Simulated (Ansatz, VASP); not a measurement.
## TiPd3 in VASP and in Ansatz

The input INCAR:

```
SYSTEM = TiPd3
ALGO = Normal ; EDIFF = 1E-8
ENCUT = 520 ; ISIF = 2
ISMEAR = -1 ; LASPH = .True.
LCHARG = .False. ; LEFG = .True.
LREAL = .False. ; LWAVE = .False.
NBANDS = 29 ; NELM = 80
PREC = Accurate ; SIGMA = 0.05
```

The input KPOINTS:

```
k-points
0
Gamma
  11 11 11
  0 0 0
```

The input POSCAR:

```
TiPd3
1.0
    3.8949209816      0.0000000000      0.0000000000
    0.0000000000      3.8949209816      0.0000000000
    0.0000000000      0.0000000000      3.8949209816
Ti Pd
1 3
Direct
    0.0000000000      0.0000000000      0.0000000000
    0.0000000000      0.5000000000      0.5000000000
    0.5000000000      0.0000000000      0.5000000000
    0.5000000000      0.5000000000      0.0000000000
```

Input for Ansatz:

```yaml
crystal:
  lattice:
    - [3.8949209816, 0.0, 0.0]
    - [0.0, 3.8949209816, 0.0]
    - [0.0, 0.0, 3.8949209816]
  atoms:
    - { symbol: Ti, position: [0.0, 0.0, 0.0] }
    - { symbol: Pd, position: [0.0, 0.5, 0.5] }
    - { symbol: Pd, position: [0.5, 0.0, 0.5] }
    - { symbol: Pd, position: [0.5, 0.5, 0.0] }
kpoints:
  mp_grid: { grid: [11, 11, 11] }
scf:
  occupations: { method: fermi_dirac, width: 0.05 }
hamiltonian:
  xc: lda
  pseudopotentials: { kind: paw }
output:
  forces: true
  stress: true
  eigenvalues: true
  efg: { contact_densities: true }
```

Change from the starting cell: volume scaled by 1.06, PAW files.

Alike in both runs: task electric field gradients; functional LDA; k mesh 11 × 11 × 11; occupations fermi-dirac, width 0.05 eV; no spin polarisation.

|  | VASP | Ansatz |
| --- | --- | --- |
| version | VASP 6.6.1 | Ansatz 0.2.0 |
| potentials or method | VASP PAW LDA potentials, release 64 (Ti_sv, Pd) | PAW with Ansatz's default frozen-core files, scalar-relativistic |
| plane-wave cutoff (eV) | 520 | 420 |
| valence electrons in the cell | 42 | 66 |

|  | VASP | Ansatz | Ansatz less VASP |
| --- | --- | --- | --- |
| pressure (GPa) | -9.4 | -9.7 | -0.34 |
| size of Vzz on the site where it differs most (V/Å²) | 58.1 | 76.4 | +18.34 |

LDA's correlation is that of Perdew and Zunger in VASP and of Perdew and Wang (1992) in Ansatz. VASP's potentials hold 42 valence electrons a cell and Ansatz's 66, so a difference there can come from the potentials and not from the codes.
